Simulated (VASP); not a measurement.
Set up this calculation in VASP 6.6.1, as the native input.

- Task: single point
- Functional: LDA
- Potentials or basis: VASP PAW LDA potentials, release 64 (Sr_sv, Co, P)
- Cutoff: 520 eV
- k mesh: 16 × 16 × 16
- Occupations: gaussian, width 0.05 eV
- Spin: no spin polarisation
- Dipole correction: no
- Further INCAR settings: ALGO = Normal; EDIFF = 1e-06; NBANDS = 27

The structure of SrCo2P2 lies in POSCAR:

```
SrCo2P2
1.0
   -1.8147819059      1.8147819059      5.7078662823
    1.8147819059     -1.8147819059      5.7078662823
    1.8147819059      1.8147819059     -5.7078662823
Sr Co P
1 2 2
Direct
    0.0000000000      0.0000000000      0.0000000000
    0.7500000000      0.2500000000      0.5000000000
    0.2500000000      0.7500000000      0.5000000000
    0.3531025617      0.3531025617      0.0000000000
    0.6468974383      0.6468974383      0.0000000000
```

One way to write it, as run:

INCAR

```
SYSTEM = SrCo2P2
ALGO = Normal
EDIFF = 1E-6
ENCUT = 520
GGA = CA
ISIF = 2
ISMEAR = 0
LASPH = .True.
LCHARG = .False.
LREAL = .False.
LWAVE = .False.
NBANDS = 27
NELM = 80
PREC = Accurate
SIGMA = 0.05
```

KPOINTS

```
k-points
0
Gamma
  16 16 16
  0 0 0
```

Potentials or basis: VASP PAW LDA potentials, release 64 (Sr_sv, Co, P).

Command:

```sh
$ cat potpaw_LDA.64/Sr_sv/POTCAR potpaw_LDA.64/Co/POTCAR potpaw_LDA.64/P/POTCAR > POTCAR
$ mpirun -np 1 vasp_std > vasp.out
```

Results of the run:

```yaml
Pressure: 2.5 GPa
Largest_force: 0.011 eV/Å
Band_gap_on_the_k_mesh: zero (bands 19 and 20 overlap by 1.99 eV)
```

Caveat: the run has no spin polarisation, though such a crystal can be magnetic.

Run time: 21 min on 1 thread of Intel(R) Xeon(R) Platinum 8259CL CPU @ 2.50GHz (Skylake/Cascade Lake) (shared host), peak memory 0.8 GiB.
